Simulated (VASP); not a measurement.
# BaZrO3 (Pm-3m) in VASP: settings compared, part 2 of 2

VASP 6.6.1. Earlier steps stand in the parts before.

## 3. Relaxation of cell and atoms, PBE

This run uses another cell than the first one, of 19.58 Å³/atom, 1.316 times its volume.

INCAR

```
SYSTEM = BaZrO3
PREC     = Accurate       ! precision mode
ENCUT    = 600            ! plane-wave cutoff, eV
EDIFF    = 1E-6           ! SCF threshold, eV
ISMEAR   = -1             ! smearing method
SIGMA    = 0.02           ! smearing width, eV
LREAL    = .FALSE.        ! projectors in reciprocal space
LASPH    = .TRUE.         ! aspherical terms in the spheres
NELM     = 100            ! most SCF steps
ALGO     = Normal         ! electronic algorithm
ISIF     = 3              ! what is computed and relaxed
LWAVE    = .FALSE.        ! write WAVECAR
LCHARG   = .FALSE.        ! write CHGCAR
GGA      = PE             ! functional
IBRION   = 2              ! ionic algorithm
NSW      = 80             ! ionic steps
EDIFFG   = -0.005         ! ionic threshold
```

KPOINTS

```
regular mesh
0
G
  6 6 6
  0 0 0
```

POSCAR

```
BaZrO3
1.0
    4.6084835800      0.0000000000      0.0000000000
    0.0000000000      4.6084835800      0.0000000000
    0.0000000000      0.0000000000      4.6084835800
Ba Zr O
1 1 3
Direct
    0.0000000000      0.0000000000      0.0000000000
    0.5000000000      0.5000000000      0.5000000000
    0.5000000000      0.5000000000      0.0000000000
    0.5000000000      0.0000000000      0.5000000000
    0.0000000000      0.5000000000      0.5000000000
```

Potentials or basis: VASP PAW PBE potentials, release 64 (Ba_sv, Zr_sv, O).

The run is started by

```
$ cat potpaw_PBE.64/Ba_sv/POTCAR potpaw_PBE.64/Zr_sv/POTCAR potpaw_PBE.64/O/POTCAR > POTCAR
$ mpirun -np 1 vasp_std > vasp.out
```

OUTCAR:

```text
SYSTEM = BaZrO3
   PREC = Accurate
   ENCUT = 600
   EDIFF = 1E-6
   ISMEAR = -1
   LREAL = .FALSE.
   LASPH = .TRUE.
   NELM = 100
   ISIF = 3
   GGA = PE
   IBRION = 2
   NSW = 80
   EDIFFG = -0.005

 ion  position               nearest neighbor table
   1  0.000  0.000  0.000-   3 3.26   4 3.26   5 3.26   4 3.26   5 3.26   3 3.26   5 3.26   5 3.26
                             3 3.26   4 3.26   4 3.26   3 3.26   2 3.99   2 3.99   2 3.99   2 3.99
   2  0.500  0.500  0.500-   3 2.30   4 2.30   5 2.30   3 2.30   4 2.30   5 2.30   1 3.99   1 3.99
                             1 3.99   1 3.99   1 3.99   1 3.99   1 3.99   1 3.99
   3  0.500  0.500  0.000-   2 2.30   2 2.30   1 3.26   1 3.26   1 3.26   1 3.26
   4  0.500  0.000  0.500-   2 2.30   2 2.30   1 3.26   1 3.26   1 3.26   1 3.26
   5  0.000  0.500  0.500-   2 2.30   2 2.30   1 3.26   1 3.26   1 3.26   1 3.26

  LATTYP: Found a simple cubic cell.
 ALAT       =     4.6084835800

  Lattice vectors:

 A1 = (   4.6084835800,   0.0000000000,   0.0000000000)
 A2 = (   0.0000000000,   4.6084835800,   0.0000000000)
 A3 = (   0.0000000000,   0.0000000000,   4.6084835800)

Analysis of symmetry for initial positions (statically):
=====================================================================
 Subroutine PRICEL returns:
 Original cell was already a primitive cell.

 Routine SETGRP: Setting up the symmetry group for a
 simple cubic supercell.

 Subroutine GETGRP returns: Found 48 space group operations
 (whereof 48 operations were pure point group operations)
 out of a pool of 48 trial point group operations.

The static configuration has the point symmetry O_h .

Analysis of symmetry for dynamics (positions and initial velocities):
=====================================================================
 Subroutine PRICEL returns:
 Original cell was already a primitive cell.

 Routine SETGRP: Setting up the symmetry group for a
 simple cubic supercell.

 Subroutine GETGRP returns: Found 48 space group operations
 (whereof 48 operations were pure point group operations)
 out of a pool of 48 trial point group operations.

The dynamic configuration has the point symmetry O_h .

 Subroutine INISYM returns: Found 48 space group operations
 (whereof 48 operations are pure point group operations),
 and found     1 'primitive' translations

----------------------------------------------------------------------------------------

                                     Primitive cell

  volume of cell :      97.8755

  direct lattice vectors                    reciprocal lattice vectors
     4.608483580  0.000000000  0.000000000     0.216991117  0.000000000  0.000000000
     0.000000000  4.608483580  0.000000000     0.000000000  0.216991117  0.000000000
     0.000000000  0.000000000  4.608483580     0.000000000  0.000000000  0.216991117

  length of vectors
     4.608483580  4.608483580  4.608483580     0.216991117  0.216991117  0.216991117

  position of ions in fractional coordinates (direct lattice)
     0.000000000  0.000000000  0.000000000
     0.500000000  0.500000000  0.500000000
     0.500000000  0.500000000  0.000000000
     0.500000000  0.000000000  0.500000000
     0.000000000  0.500000000  0.500000000

  ion indices of the primitive-cell ions
   primitive index   ion index
                 1           1
                 2           2
                 3           3
                 4           4
                 5           5

----------------------------------------------------------------------------------------

 KPOINTS: regular mesh

Automatic generation of k-mesh.
 Grid dimensions read from file:
 generate k-points for:    6    6    6

 Generating k-lattice:

  Cartesian coordinates                     Fractional coordinates (reciprocal lattice)
     0.036165186  0.000000000  0.000000000     0.166666667  0.000000000  0.000000000
     0.000000000  0.036165186  0.000000000     0.000000000  0.166666667  0.000000000
     0.000000000  0.000000000  0.036165186     0.000000000  0.000000000  0.166666667

  Length of vectors
     0.036165186  0.036165186  0.036165186

  Shift w.r.t. Gamma in fractional coordinates (k-lattice)
     0.000000000  0.000000000  0.000000000

 Subroutine IBZKPT returns following result:
 ===========================================

 Found     20 irreducible k-points:

 Following reciprocal coordinates:
            Coordinates               Weight
  0.000000  0.000000  0.000000      1.000000
  0.166667  0.000000  0.000000      6.000000
  0.333333  0.000000  0.000000      6.000000
  0.500000  0.000000  0.000000      3.000000
  0.166667  0.166667  0.000000     12.000000
  0.333333  0.166667  0.000000     24.000000
[... 12 lines left out ...]
  0.500000  0.500000  0.333333      6.000000
  0.500000  0.500000  0.500000      1.000000
   k-points           NKPTS =     20   k-points in BZ     NKDIM =     20   number of bands    NBANDS=     24
   number of dos      NEDOS =    301   number of ions     NIONS =      5
   total plane-waves  NPLWV =  64000
   dimension x,y,z NGX =    40 NGY =   40 NGZ =   40
   dimension x,y,z NGXF=    80 NGYF=   80 NGZF=   80
   ions per type =               1   1   3
   NGX,Y,Z   is equivalent  to a cutoff of  14.43, 14.43, 14.43 a.u.
   NGXF,Y,Z  is equivalent  to a cutoff of  28.86, 28.86, 28.86 a.u.
 SYSTEM =  BaZrO3
   PREC   = accura    normal or accurate (medium, high low for compatibility)
   ISTART =      0    job   : 0-new  1-cont  2-samecut
   ICHARG =      2    charge: 1-file 2-atom 10-const
   ISPIN  =      1    spin polarized calculation?
   LNONCOLLINEAR =      F non collinear calculations
   LSORBIT =      F    spin-orbit coupling
   LASPH  =      T    aspherical Exc in radial PAW
   ENCUT  =  600.0 eV  44.10 Ry    6.64 a.u.   9.20  9.20  9.20*2*pi/ulx,y,z
   NELM   =    100;   NELMIN=  2; NELMDL= -5     # of ELM steps
   EDIFF  = 0.1E-05   stopping-criterion for ELM
   LREAL  =      F    real-space projection
   EDIFFG = -.5E-02   stopping-criterion for IOM
   NSW    =     80    number of steps for IOM
   IBRION =      2    ionic relax: 0-MD 1-quasi-New 2-CG
   NFREE  =      1    steps in history (QN), initial steepest desc. (CG)
   ISIF   =      3    stress and relaxation
   ISYM   =      2    0-nonsym 1-usesym 2-fastsym
   POTIM  = 0.5000    time-step for ionic-motion
   TEBEG  =    0.0;   TEEND  =   0.0 temperature during run
   PSTRESS=    0.0 pullay stress
   NELECT =      40.0000    total number of electrons
   NUPDOWN=      -1.0000    fix difference up-down
   EMIN   =  10.00;   EMAX   =-10.00  energy-range for DOS
   EFERMI =   0.00;   METHOD = LEGACY
   ISMEAR =    -1;   SIGMA  =   0.02  broadening in eV -4-tet -1-fermi 0-gaus
   EFERMI_NEDOS =   21; number of points for ismear=-14 and -15
   IALGO  =     38    algorithm
   IMIX   =      4    mixing-type and parameters
     AMIX     =   0.40;   BMIX     =  1.00
     AMIX_MAG =   1.60;   BMIX_MAG =  1.00
  volume/ion in A,a.u.               =      19.58       132.10
  Fermi-wavevector in a.u.,A,eV,Ry     =   1.214890  2.295808 20.081608  1.475957
  Thomas-Fermi vector in A             =   2.350295
   LORBIT       =      0    0 simple, 1 ext, 2 COOP (PROOUT), +10 PAW based schemes
   GGA     = PE    functional components
   LHFCALC =     F    Hartree Fock is set to
   AEXX    =    0.0000 exact exchange contribution
   IVDW    =     0    specifies the selected vdW correction
   LEPSILON=     F    determine dielectric tensor
   LRPA    =     F    only Hartree local field effects (RPA)
 conjugate gradient relaxation of ions
 non-spin polarized calculation
  energy-cutoff  :      600.00
  volume of cell :       97.88
 maximum number of plane-waves:      3292
 NGX is ok and might be reduce to    40
   NGX = 19   NGY = 19   NGZ = 19

--------------------------------------- Ionic step        1  -------------------------------------------

 number of electron      39.9999991 magnetization

 Free energy of the ion-electron system (eV)
  ---------------------------------------------------
  ext. energy  EPLUGINS =         0.00000000
  ---------------------------------------------------
  free energy    TOTEN  =       -39.90192135 eV

  energy without entropy =      -39.90192135  energy(sigma->0) =      -39.90192135

 E-fermi :   2.5455     XC(G=0):  -9.4041

 val. band max:        2.0020178738   @ k =   0.5000   0.5000   0.5000
 cond. band min:       4.4677308290   @ k =   0.0000   0.0000   0.0000
 fundamental gap:      2.4657129552
 Fermi energy:         2.5455138199

 k-point     1 :       0.0000    0.0000    0.0000
  band No.  band energies     occupation
      1     -46.7267      2.00000
      2     -24.6173      2.00000
      3     -24.6173      2.00000
      4     -24.6173      2.00000
      5     -24.3167      2.00000
      6     -13.8252      2.00000
[... 682 lines left out ...]
  energy  without entropy=      -41.7695497798  energy(sigma->0) =      -41.76954978

--------------------------------------- Ionic step        5  -------------------------------------------

 number of electron      39.9999997 magnetization

 Free energy of the ion-electron system (eV)
  ---------------------------------------------------
  ext. energy  EPLUGINS =         0.00000000
  ---------------------------------------------------
  free energy    TOTEN  =       -41.76954987 eV

  energy without entropy =      -41.76954987  energy(sigma->0) =      -41.76954987

 E-fermi :   3.9957     XC(G=0): -10.6138

 val. band max:        3.5650852489   @ k =   0.5000   0.5000   0.5000
 cond. band min:       6.6874377400   @ k =   0.0000   0.0000   0.0000
 fundamental gap:      3.1223524910
 Fermi energy:         3.9956536616

 k-point     1 :       0.0000    0.0000    0.0000
  band No.  band energies     occupation
      1     -43.6485      2.00000
      2     -21.8455      2.00000
      3     -21.7680      2.00000
      4     -21.7680      2.00000
      5     -21.7680      2.00000
      6     -12.7486      2.00000
[... 561 lines left out ...]
  FREE ENERGIE OF THE ION-ELECTRON SYSTEM (eV)
  ---------------------------------------------------
  free  energy   TOTEN  =       -41.7695498698 eV

  energy  without entropy=      -41.7695498698  energy(sigma->0) =      -41.76954987

 reached required accuracy - stopping structural energy minimisation
```

It took 6.8 min on 1 thread of Intel Xeon 8259CL, shared host; peak memory 0.29 GiB.

Results:

| Property | Result |
| --- | --- |
| Free energy | -41.7695 eV |
| Relaxed volume | 15.19 Å³/atom |
| Relaxed cell | a = 4.235 Å, b = 4.235 Å, c = 4.235 Å, α = 90.00°, β = 90.00°, γ = 90.00° |
| Space group after relaxing (to 0.05 Å) | Pm-3m (No. 221) |
| Energy gained by relaxing | 373.5 meV/atom |
| Ionic steps | 5 |
| Pressure after relaxing | 0.0 GPa |
| Band gap on the k mesh | 3.12 eV, indirect (least direct gap 3.38 eV) |

Step by step:
```
step  energy change (eV)  largest force (eV/Å)  pressure (GPa)  volume (Å³)
   1              0.0000                0.0000          -21.59        97.88
   2             -0.9019                0.0000           32.75        65.07
   3             -1.8668                0.0000           -0.71        76.30
   4             -1.8676                0.0000            0.07        75.90
   5             -1.8676                0.0000           -0.04        75.97
```

Final structure:
```
Ba Zr O
1.0
     4.23526    0.00000    0.00000
     0.00000    4.23526    0.00000
     0.00000    0.00000    4.23526
Ba Zr O
1 1 3
Direct
  0.00000 0.00000 0.00000
  0.50000 0.50000 0.50000
  0.50000 0.50000 0.00000
  0.50000 0.00000 0.50000
  0.00000 0.50000 0.50000
```

Caveat: the volume moved by over 15 % at a fixed basis, so the end points are rough; spin-orbit coupling is left out, which moves the levels of the heavy elements.

## 4. Relaxation of cell and atoms, r2SCAN

This run uses another cell than the first one, of 15.11 Å³/atom, 1.016 times its volume.

POSCAR, as its differences from that of step 3:

```diff
@@ -2,5 +2,5 @@
 1.0
-    4.6084835800      0.0000000000      0.0000000000
-    0.0000000000      4.6084835800      0.0000000000
-    0.0000000000      0.0000000000      4.6084835800
+    4.2272580619      0.0000000000      0.0000000000
+    0.0000000000      4.2272580619      0.0000000000
+    0.0000000000      0.0000000000      4.2272580619
 Ba Zr O
```

INCAR.step1

```
SYSTEM = BaZrO3
ALGO     = Normal         ! electronic algorithm
EDIFF    = 1E-4           ! SCF threshold, eV
ENCUT    = 600            ! plane-wave cutoff, eV
GGA      = PE             ! functional
ISMEAR   = -1             ! smearing method
LASPH    = .True.         ! aspherical terms in the spheres
LCHARG   = .False.        ! write CHGCAR
LREAL    = .False.        ! projectors in reciprocal space
LWAVE    = .True.         ! write WAVECAR
NELM     = 80             ! most SCF steps
PREC     = Accurate       ! precision mode
SIGMA    = 0.02           ! smearing width, eV
```

INCAR.step2

```
SYSTEM = BaZrO3
ALGO     = Normal         ! electronic algorithm
EDIFF    = 1E-6           ! SCF threshold, eV
EDIFFG   = -0.005         ! ionic threshold
ENCUT    = 600            ! plane-wave cutoff, eV
IBRION   = 2              ! ionic algorithm
ISIF     = 3              ! what is computed and relaxed
ISMEAR   = -1             ! smearing method
ISTART   = 1            
LASPH    = .True.         ! aspherical terms in the spheres
LCHARG   = .False.        ! write CHGCAR
LMIXTAU  = .True.       
LREAL    = .False.        ! projectors in reciprocal space
LWAVE    = .False.        ! write WAVECAR
METAGGA  = R2SCAN         ! meta-GGA
NELM     = 80             ! most SCF steps
NSW      = 80             ! ionic steps
PREC     = Accurate       ! precision mode
SIGMA    = 0.02           ! smearing width, eV
```

KPOINTS

```
k-points
0
Gamma
  6 6 6
  0 0 0
```

The run is started by

```
$ cat potpaw_PBE.64/Ba_sv/POTCAR potpaw_PBE.64/Zr_sv/POTCAR potpaw_PBE.64/O/POTCAR > POTCAR
$ cp INCAR.step1 INCAR
$ mpirun -np 1 vasp_std > vasp.out
$ cp INCAR.step2 INCAR
$ mpirun -np 1 vasp_std > vasp.out
```

It took 10 min on 1 thread of Intel Xeon 8259CL, shared host; peak memory 0.26 GiB.

Results (log left out):

```
Free energy                            : -85.1167 eV
Relaxed volume                         : 14.95 Å³/atom
Relaxed cell                           : a = 4.213 Å, b = 4.213 Å, c = 4.213 Å, α = 90.00°, β = 90.00°, γ = 90.00°
Space group after relaxing (to 0.05 Å) : Pm-3m (No. 221)
Energy gained by relaxing              : 0.8 meV/atom
Ionic steps                            : 3
Pressure after relaxing                : 0.0 GPa
Band gap on the k mesh                 : 3.67 eV, indirect (least direct gap 3.93 eV)
```

Step by step:
| step | energy change (eV) | largest force (eV/Å) | pressure (GPa) | volume (Å³) |
| --- | --- | --- | --- | --- |
| 1 | 0.0000 | 0.0000 | -1.67 | 75.54 |
| 2 | 0.0016 | 0.0000 | 1.97 | 73.83 |
| 3 | -0.0042 | 0.0000 | 0.00 | 74.76 |

Final structure:
```
CELL_PARAMETERS angstrom
4.21267 0.00000 0.00000
0.00000 4.21267 0.00000
0.00000 0.00000 4.21267
ATOMIC_POSITIONS crystal
Ba 0.00000 0.00000 0.00000
Zr 0.50000 0.50000 0.50000
O 0.50000 0.50000 0.00000
O 0.50000 0.00000 0.50000
O 0.00000 0.50000 0.50000
```

Levels at points of the mesh, in eV from the valence-band top:
| k point | band 16 | band 17 | band 18 | band 19 | band 20 | band 21 | band 22 | band 23 | band 24 |
| --- | --- | --- | --- | --- | --- | --- | --- | --- | --- |
| (0.00, 0.00, 0.00) | -0.99 | -0.99 | -0.26 | -0.26 | -0.26 | 3.67 | 3.67 | 3.67 | 5.15 |
| (0.50, 0.00, 0.00) | -1.71 | -1.71 | -1.65 | -0.50 | -0.50 | 4.09 | 6.12 | 6.12 | 6.91 |
| (0.50, 0.50, 0.00) | -2.34 | -0.94 | -0.94 | -0.86 | -0.07 | 6.09 | 6.09 | 6.90 | 7.05 |
| (0.50, 0.50, 0.50) | -2.55 | -2.55 | 0.00 | 0.00 | 0.00 | 6.56 | 6.56 | 6.56 | 7.41 |

Caveat: the PAW data sets were made with another functional, which shifts forces and pressure a little; spin-orbit coupling is left out, which moves the levels of the heavy elements. r2SCAN opens gaps a little over a GGA but as a rule still falls short of measured ones.

## 5. Overview

```csv
task,level,cell,cutoff (eV),smearing,gap on the mesh (eV),pressure (GPa),relaxed volume (Å³/atom)
single point,r2SCAN,"a = 4.205 Å, 5 atoms",520,gaussian 0.01 eV,3.68,1.0,-
relaxation of cell and atoms,PBE,"relaxed from a = 4.608 Å, 5 atoms",600,fermi-dirac 0.02 eV,3.12,0.0,15.19
relaxation of cell and atoms,r2SCAN,"relaxed from a = 4.227 Å, 5 atoms",600,fermi-dirac 0.02 eV,3.67,0.0,14.95
```

Alike in all rows: potentials or basis VASP PAW PBE potentials, release 64 (Ba_sv, Zr_sv, O); no spin polarisation; k mesh 6 × 6 × 6.

Caveats: spin-orbit coupling is left out, which moves the levels of the heavy elements; the PAW data sets were made with another functional, which shifts forces and pressure a little (some runs); the volume moved by over 15 % at a fixed basis, so the end points are rough (some runs).

Absolute energies hang on the potentials; compare differences alone.
